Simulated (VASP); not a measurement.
## La2Y2O: single point with PBE

Crystal: La2Y2O.

```
CELL_PARAMETERS angstrom
5.42250 0.00000 0.00000
0.00000 5.42250 0.00000
0.00000 0.00000 5.90216
ATOMIC_POSITIONS crystal
La 0.00000 0.00000 0.50000
La 0.00000 0.00000 0.00000
Y 0.00000 0.50000 0.98097
Y 0.50000 0.00000 0.01903
O 0.50000 0.50000 0.00000
```

The cell was built from a structure type or drawn by symmetry, and may not be a known phase.

```json
{"Program": "VASP 6.6.1", "Task": "single point", "Functional": "PBE", "Potentials or basis": "VASP PAW PBE potentials, release 64 (La, Y_sv, O)", "Cutoff": "520 eV", "k mesh": "4 × 4 × 3", "Occupations": "gaussian, width 0.2 eV", "Spin": "no spin polarisation"}
```

```
Pressure               : 0.4 GPa
Largest force          : 0.046 eV/Å
Band gap on the k mesh : zero (bands 25 and 26 overlap by 1.11 eV)
```

Forces on the atoms (eV/Å):
```
La   0.000  0.000  0.000
La   0.000  0.000  0.000
Y    0.000  0.000  0.046
Y    0.000  0.000 -0.046
O    0.000  0.000  0.000
```

Stress tensor (GPa, compression positive):
```
0.19 0.00 0.00
0.00 0.19 0.00
0.00 0.00 0.70
```

Levels at points of the mesh, in eV from the Fermi level:
| k point | band 21 | band 22 | band 23 | band 24 | band 25 | band 26 | band 27 | band 28 | band 29 | band 30 |
| --- | --- | --- | --- | --- | --- | --- | --- | --- | --- | --- |
| (0.00, 0.00, 0.00) | -2.20 | -2.17 | -2.15 | -1.81 | -1.33 | -0.92 | -0.07 | 0.63 | 1.32 | 1.46 |
| (0.50, 0.00, 0.00) | -2.10 | -1.31 | -0.93 | -0.92 | -0.25 | -0.23 | 0.25 | 0.49 | 0.81 | 1.34 |
| (0.50, 0.50, 0.00) | -1.20 | -1.20 | -0.65 | -0.05 | 0.18 | 0.18 | 0.29 | 0.75 | 1.30 | 1.30 |

It took 3 min on 1 thread of Intel(R) Xeon(R) 6975P-C (Granite Rapids), with other jobs on the host, peak memory 0.3 GiB.

Caveat: spin-orbit coupling is left out, which moves the levels of the heavy elements.
